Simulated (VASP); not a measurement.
# SnO3 (P-6m2) in VASP: single point with PBE

Aim: the single point of SnO3 with PBE.

All numbers are computed with VASP 6.6.1; they aren't measurements. Logs are shortened: lines on timing, memory, paths and dates and some standing lists are left out, and cuts for length are marked.

## (1) The cell of the first run

Symmetry: P-6m2, No. 187, hexagonal system. Conventional cell: a = 4.822 Å, b = 4.822 Å, c = 3.041 Å, α = 90.00°, β = 90.00°, γ = 120.00°. Within 2.8 Å of Sn (site symmetry -6m2) lie 6 O at 2.11 Å. O (site symmetry mm2) has 2 Sn at 2.11 Å and 4 O at 2.30 to 2.52 Å within 2.8 Å.

The cell was generated, and may not be a known phase.

## (2) Single point, PBE

INCAR reads:

```
  ALGO = Normal
  EDIFF = 1E-6
  ENCUT = 600
  GGA = PE
  GGA_COMPAT = False
  ISIF = 2
  ISMEAR = 0
  LASPH = True
  LCHARG = False
  LREAL = False
  LWAVE = False
  NBANDS = 24
  NELM = 120
  PREC = Accurate
  SIGMA = 0.2
```

KPOINTS reads:

```
k-points
0
Gamma
  6 6 4
```

POSCAR reads:

```
SnO3
1.0
    4.8220680235     -0.0000000034      0.0000000000
   -2.4110340088      4.1760334088      0.0000000000
    0.0000000000      0.0000000000      3.0406945597
Sn O
1 3
Direct
    0.6666666700      0.3333333300      1.0203402094
    0.8410886062      0.1589113938      0.5203387569
    0.8410886062      0.6821772024      0.5203387569
    0.3178227976      0.1589113938      0.5203387569
```

Potentials or basis: VASP PAW PBE potentials, release 64 (Sn_d, O).

Launch:

```sh
cat potpaw_PBE.64/Sn_d/POTCAR potpaw_PBE.64/O/POTCAR > POTCAR
mpirun -np 1 vasp_std > vasp.out
```

OUTCAR:

```text
EDIFF = 1E-6
   ENCUT = 600
   GGA = PE
   ISIF = 2
   ISMEAR = 0
   LASPH = True
   LREAL = False
   NELM = 120
   PREC = Accurate

 ion  position               nearest neighbor table
   1  0.667  0.333  0.020-   3 2.11   2 2.11   4 2.11   3 2.11   2 2.11   4 2.11
   2  0.841  0.159  0.520-   1 2.11   1 2.11
   3  0.841  0.682  0.520-   1 2.11   1 2.11
   4  0.318  0.159  0.520-   1 2.11   1 2.11

  LATTYP: Found a hexagonal cell.
 ALAT       =     4.8220680235
 C/A-ratio  =     0.6305789435

  Lattice vectors:

 A1 = (   4.8220680235,  -0.0000000034,   0.0000000000)
 A2 = (  -2.4110340088,   4.1760334088,   0.0000000000)
 A3 = (   0.0000000000,   0.0000000000,   3.0406945597)

Analysis of symmetry for initial positions (statically):
=====================================================================
 Subroutine PRICEL returns:
 Original cell was already a primitive cell.

 Routine SETGRP: Setting up the symmetry group for a
 hexagonal supercell.

 Subroutine GETGRP returns: Found 12 space group operations
 (whereof  6 operations were pure point group operations)
 out of a pool of 24 trial point group operations.

The static configuration has the point symmetry C_3v.
 The point group associated with its full space group is D_3h.

Analysis of symmetry for dynamics (positions and initial velocities):
=====================================================================
 Subroutine PRICEL returns:
 Original cell was already a primitive cell.

 Routine SETGRP: Setting up the symmetry group for a
 hexagonal supercell.

 Subroutine GETGRP returns: Found 12 space group operations
 (whereof  6 operations were pure point group operations)
 out of a pool of 24 trial point group operations.

The dynamic configuration has the point symmetry C_3v.
 The point group associated with its full space group is D_3h.

 Subroutine INISYM returns: Found 12 space group operations
 (whereof  6 operations are pure point group operations),
 and found     1 'primitive' translations

----------------------------------------------------------------------------------------

                                     Primitive cell

  volume of cell :      61.2308

  direct lattice vectors                    reciprocal lattice vectors
     4.822068023 -0.000000003  0.000000000     0.207379903  0.119730843  0.000000000
    -2.411034009  4.176033409  0.000000000     0.000000000  0.239461686  0.000000000
     0.000000000  0.000000000  3.040694560     0.000000000  0.000000000  0.328872230

  length of vectors
     4.822068023  4.822068023  3.040694560     0.239461686  0.239461686  0.328872230

  position of ions in fractional coordinates (direct lattice)
     0.666666670  0.333333330  0.020340209
     0.841088606  0.158911394  0.520338757
     0.841088606  0.682177202  0.520338757
     0.317822798  0.158911394  0.520338757

  ion indices of the primitive-cell ions
   primitive index   ion index
                 1           1
                 2           2
                 3           3
                 4           4

----------------------------------------------------------------------------------------

 KPOINTS: k-points

Automatic generation of k-mesh.
 Grid dimensions read from file:
 generate k-points for:    6    6    4

 Generating k-lattice:

  Cartesian coordinates                     Fractional coordinates (reciprocal lattice)
     0.034563317  0.019955140  0.000000000     0.166666667 -0.000000000  0.000000000
     0.000000000  0.039910281  0.000000000    -0.000000000  0.166666667  0.000000000
     0.000000000  0.000000000  0.082218057     0.000000000  0.000000000  0.250000000

  Length of vectors
     0.039910281  0.039910281  0.082218057

  Shift w.r.t. Gamma in fractional coordinates (k-lattice)
     0.000000000  0.000000000  0.000000000

 Subroutine IBZKPT returns following result:
 ===========================================

 Found     21 irreducible k-points:

 Following reciprocal coordinates:
            Coordinates               Weight
  0.000000  0.000000  0.000000      1.000000
  0.166667  0.000000  0.000000      6.000000
  0.333333  0.000000  0.000000      6.000000
  0.500000  0.000000  0.000000      3.000000
  0.166667  0.166667  0.000000      6.000000
  0.333333  0.166667  0.000000     12.000000
[... 13 lines left out ...]
  0.333333  0.166667  0.500000     12.000000
  0.333333  0.333333  0.500000      2.000000
   k-points           NKPTS =     21   k-points in BZ     NKDIM =     21   number of bands    NBANDS=     24
   number of dos      NEDOS =    301   number of ions     NIONS =      4
   total plane-waves  NPLWV =  38400
   dimension x,y,z NGX =    40 NGY =   40 NGZ =   24
   dimension x,y,z NGXF=    80 NGYF=   80 NGZF=   48
   ions per type =               1   3
   NGX,Y,Z   is equivalent  to a cutoff of  13.79, 13.79, 13.12 a.u.
   NGXF,Y,Z  is equivalent  to a cutoff of  27.58, 27.58, 26.24 a.u.
 SYSTEM =  unknown system
   PREC   = accura    normal or accurate (medium, high low for compatibility)
   ISTART =      0    job   : 0-new  1-cont  2-samecut
   ICHARG =      2    charge: 1-file 2-atom 10-const
   ISPIN  =      1    spin polarized calculation?
   LNONCOLLINEAR =      F non collinear calculations
   LSORBIT =      F    spin-orbit coupling
   LASPH  =      T    aspherical Exc in radial PAW
   ENCUT  =  600.0 eV  44.10 Ry    6.64 a.u.   9.63  9.63  6.07*2*pi/ulx,y,z
   NELM   =    120;   NELMIN=  2; NELMDL= -5     # of ELM steps
   EDIFF  = 0.1E-05   stopping-criterion for ELM
   LREAL  =      F    real-space projection
   EDIFFG = 0.1E-04   stopping-criterion for IOM
   NSW    =      0    number of steps for IOM
   IBRION =     -1    ionic relax: 0-MD 1-quasi-New 2-CG
   NFREE  =      0    steps in history (QN), initial steepest desc. (CG)
   ISIF   =      2    stress and relaxation
   ISYM   =      2    0-nonsym 1-usesym 2-fastsym
   POTIM  = 0.5000    time-step for ionic-motion
   TEBEG  =    0.0;   TEEND  =   0.0 temperature during run
   PSTRESS=    0.0 pullay stress
   NELECT =      32.0000    total number of electrons
   NUPDOWN=      -1.0000    fix difference up-down
   EMIN   =  10.00;   EMAX   =-10.00  energy-range for DOS
   EFERMI =   0.00;   METHOD = LEGACY
   ISMEAR =     0;   SIGMA  =   0.20  broadening in eV -4-tet -1-fermi 0-gaus
   EFERMI_NEDOS =   21; number of points for ismear=-14 and -15
   IALGO  =     38    algorithm
   IMIX   =      4    mixing-type and parameters
     AMIX     =   0.40;   BMIX     =  1.00
     AMIX_MAG =   1.60;   BMIX_MAG =  1.00
  volume/ion in A,a.u.               =      15.31       103.30
  Fermi-wavevector in a.u.,A,eV,Ry     =   1.318666  2.491917 23.658897  1.738880
  Thomas-Fermi vector in A             =   2.448619
   LORBIT       =      0    0 simple, 1 ext, 2 COOP (PROOUT), +10 PAW based schemes
   GGA     = PE    functional components
   LHFCALC =     F    Hartree Fock is set to
   AEXX    =    0.0000 exact exchange contribution
   IVDW    =     0    specifies the selected vdW correction
   LEPSILON=     F    determine dielectric tensor
   LRPA    =     F    only Hartree local field effects (RPA)
 non-spin polarized calculation
 Gauss-broadening in eV      SIGMA  =   0.20
  energy-cutoff  :      600.00
  volume of cell :       61.23
 maximum number of plane-waves:      2089
 NGX is ok and might be reduce to    40
   NGX = 19   NGY = 19   NGZ = 13

 number of electron      32.0000015 magnetization

 Free energy of the ion-electron system (eV)
  ---------------------------------------------------
  ext. energy  EPLUGINS =         0.00000000
  ---------------------------------------------------
  free energy    TOTEN  =       -19.85610841 eV

  energy without entropy =      -19.77290266  energy(sigma->0) =      -19.81450554

 E-fermi :   2.1881     XC(G=0):  -9.2223

 val. band max:        2.1689338637   @ k =   0.1667   0.1667   0.5000
 cond. band min:       2.2254366837   @ k =   0.1667   0.0000   0.2500
 fundamental gap:      0.0565028200
 Fermi energy:         2.1881026037

 k-point     1 :       0.0000    0.0000    0.0000
  band No.  band energies     occupation
      1     -18.8808      2.00000
      2     -18.4919      2.00000
      3     -18.4919      2.00000
      4     -18.2972      2.00000
      5     -18.2972      2.00000
      6     -16.3995      2.00000
[... 16 lines left out ...]
     23      15.5328      0.00000
     24      15.5328      0.00000

 k-point     2 :       0.1667    0.0000    0.0000
  band No.  band energies     occupation
      1     -18.8726      2.00000
      2     -18.4964      2.00000
      3     -18.4901      2.00000
      4     -18.2975      2.00000
      5     -18.2972      2.00000
      6     -16.3144      2.00000
[... 16 lines left out ...]
     23      15.3975      0.00000
     24      15.9570      0.00000

 k-point     3 :       0.3333    0.0000    0.0000
  band No.  band energies     occupation
      1     -18.8558      2.00000
      2     -18.5057      2.00000
      3     -18.4864      2.00000
      4     -18.2981      2.00000
      5     -18.2973      2.00000
      6     -16.0921      2.00000
[... 16 lines left out ...]
     23      15.6349      0.00000
     24      17.0501      0.00000

 k-point     4 :       0.5000    0.0000    0.0000
  band No.  band energies     occupation
      1     -18.8472      2.00000
      2     -18.5106      2.00000
      3     -18.4846      2.00000
      4     -18.2984      2.00000
      5     -18.2974      2.00000
      6     -15.9228      2.00000
[... 16 lines left out ...]
     23      16.3815      0.00000
     24      16.8814      0.00000

 k-point     5 :       0.1667    0.1667    0.0000
  band No.  band energies     occupation
      1     -18.8600      2.00000
      2     -18.5034      2.00000
      3     -18.4872      2.00000
      4     -18.2979      2.00000
      5     -18.2974      2.00000
      6     -16.1577      2.00000
[... 16 lines left out ...]
     23      15.5746      0.00000
     24      16.7731      0.00000

 k-point     6 :       0.3333    0.1667    0.0000
  band No.  band energies     occupation
      1     -18.8472      2.00000
      2     -18.5109      2.00000
      3     -18.4844      2.00000
      4     -18.2983      2.00000
      5     -18.2975      2.00000
      6     -15.9269      2.00000
[... 16 lines left out ...]
     23      15.7579      0.00000
     24      17.1526      0.00000
[... 298 lines left out ...]
 k-point    18 :       0.5000    0.0000    0.5000
  band No.  band energies     occupation
      1     -18.9711      2.00000
      2     -18.9216      2.00000
      3     -18.3656      2.00000
      4     -18.3628      2.00000
      5     -18.0883      2.00000
      6     -15.5766      2.00000
[... 16 lines left out ...]
     23      14.5049      0.00000
     24      16.1292      0.00000

 k-point    19 :       0.1667    0.1667    0.5000
  band No.  band energies     occupation
      1     -18.9506      2.00000
      2     -18.9202      2.00000
      3     -18.3654      2.00000
      4     -18.3639      2.00000
      5     -18.0888      2.00000
      6     -15.8092      2.00000
[... 16 lines left out ...]
     23      14.1023      0.00000
     24      16.0514      0.00000

 k-point    20 :       0.3333    0.1667    0.5000
  band No.  band energies     occupation
      1     -18.9696      2.00000
      2     -18.9232      2.00000
      3     -18.3652      2.00000
      4     -18.3632      2.00000
      5     -18.0883      2.00000
      6     -15.5765      2.00000
[... 16 lines left out ...]
     23      14.5276      0.00000
     24      16.0601      0.00000

 k-point    21 :       0.3333    0.3333    0.5000
  band No.  band energies     occupation
      1     -18.9745      2.00000
      2     -18.9254      2.00000
      3     -18.3647      2.00000
      4     -18.3634      2.00000
      5     -18.0881      2.00000
      6     -15.4776      2.00000
[... 16 lines left out ...]
     23      14.8320      0.00000
     24      16.0963      0.00000

------------------------ aborting loop because EDIFF is reached ----------------------------------------

  FORCE on cell =-STRESS in cart. coord.  units (eV):
  Direction    XX          YY          ZZ          XY          YZ          ZX
  --------------------------------------------------------------------------------------
  -------------------------------------------------------------------------------------
  Total        0.2759315      0.2759315      0.3176846      0.0000000      0.0000000      0.0000000
  in kB        7.2200771      7.2200771      8.3125957      0.0000000      0.0000000      0.0000000
  external PRESSURE =       7.5842499 kB  Pullay stress =       0.0000000 kB

 VOLUME and BASIS-vectors are now :
 -----------------------------------------------------------------------------
  energy-cutoff  :      600.00
  volume of cell :       61.23
      direct lattice vectors                 reciprocal lattice vectors
     4.822068023 -0.000000003  0.000000000     0.207379903  0.119730843  0.000000000
    -2.411034009  4.176033409  0.000000000     0.000000000  0.239461686  0.000000000
     0.000000000  0.000000000  3.040694560     0.000000000  0.000000000  0.328872230

 POSITION                                       TOTAL-FORCE (eV/Angst)
 -----------------------------------------------------------------------------------
      2.41103      1.39201      0.06185         0.000000      0.000000     -0.000000
      3.67265      0.66362      1.58219         0.054551     -0.031495      0.000000
      2.41103      2.84879      1.58219         0.000000      0.062990     -0.000000
      1.14942      0.66362      1.58219        -0.054551     -0.031495     -0.000000
 -----------------------------------------------------------------------------------
    total drift:                               -0.000078      0.000045      0.015337

  FREE ENERGIE OF THE ION-ELECTRON SYSTEM (eV)
  ---------------------------------------------------
  free  energy   TOTEN  =       -19.8561084147 eV

  energy  without entropy=      -19.7729026628  energy(sigma->0) =      -19.81450554
```

Run time: 34 s. Hardware: 1 thread of Intel Xeon Platinum 8375C at 2.90GHz (Ice Lake), shared host; peak memory 0.19 GiB.

What came out:

```yaml
Free_energy: -19.8561 eV
Pressure: 0.8 GPa
Largest_force: 0.063 eV/Å
Band_gap_on_the_k_mesh: zero (bands 16 and 17 overlap by 1.34 eV)
```

Forces in eV/Å, atoms in the order of the input:
```
Sn   0.000  0.000  0.000
O    0.055 -0.031  0.000
O    0.000  0.063  0.000
O   -0.055 -0.031  0.000
```

Caveat: the k points lie up to 0.52 Å⁻¹ apart, too coarse for converged energies and pressures of a metal; spin-orbit coupling is left out, which moves the levels of the heavy elements.

The gap in the log of VASP goes by the Fermi energy; the results here count the filled bands.